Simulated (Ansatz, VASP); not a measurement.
**TaSi2 in VASP and in Ansatz**

```
Ta Si
1.0
     4.76086    0.00000    0.00000
    -2.38043    4.12303    0.00000
     0.00000    0.00000    6.55578
Ta Si
3 6
Direct
  0.50000 0.00000 0.50000
  0.50000 0.50000 0.83333
  0.00000 0.50000 0.16667
  0.15927 0.31854 0.50000
  0.84073 0.15927 0.83333
  0.68146 0.84073 0.16667
  0.84073 0.68146 0.50000
  0.15927 0.84073 0.83333
  0.31854 0.15927 0.16667
```

Alike in both runs: task single point; functional PBEsol; k mesh 12 × 12 × 6; occupations gaussian, width 0.15 eV; no spin polarisation.

|  | VASP | Ansatz |
| --- | --- | --- |
| version | VASP 6.6.1 | Ansatz 0.2.0 |
| potentials or method | VASP PAW PBE potentials, release 64 (Ta_pv, Si), cutoff 520 eV | scalar-relativistic, plane waves, PAW |
| valence electrons in the cell | 57 | 63 |

|  | VASP | Ansatz | Ansatz less VASP |
| --- | --- | --- | --- |
| gap on the k mesh at the Fermi level (eV) | none | none | - |
| pressure (GPa) | 0.3 | 0.0 | -0.32 |
| traceless stress, the component that is largest in VASP (GPa) | 0.12 | 0.06 | -0.062 |
| rms of the force components (eV/Å) | 0.003 | 0.004 | +0.0011 |

VASP's potentials were made for PBE, not for PBEsol. Atom by atom the forces differ by 0.001 eV/Å (rms over components). A gap of «none» marks a metal or a gap that the smearing closes. VASP's potentials hold 57 valence electrons a cell and Ansatz's 63, so a difference there can come from the potentials and not from the codes.

Spin-orbit coupling is off throughout.
